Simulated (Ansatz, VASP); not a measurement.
## One calculation of Fe, two programs

```
Fe
1.0
    -1.38080    1.38080    1.38080
     1.38080   -1.38080    1.38080
     1.38080    1.38080   -1.38080
Fe
1
Cartesian
  0.0000 0.0000 0.0000
```

Alike in both runs: task single point; functional PBE; k mesh 16 × 16 × 16; occupations gaussian, width 0.2 eV; no spin polarisation.

|  | VASP | Ansatz |
| --- | --- | --- |
| version | VASP 6.6.1 | Ansatz 0.2.0 |
| potentials or method | VASP PAW PBE potentials, release 64 (Fe), cutoff 600 eV | plane waves (420 eV) with PAW, scalar-relativistic |
| valence electrons in the cell | 8 | 16 |

```csv
,VASP,Ansatz,Ansatz less VASP
pressure (GPa),-0.9,-0.3,+0.61
```

The functional is the same, so the differences come from potentials, cutoffs and numerics. VASP's potentials hold 8 valence electrons a cell and Ansatz's 16, so a difference there can come from the potentials and not from the codes.
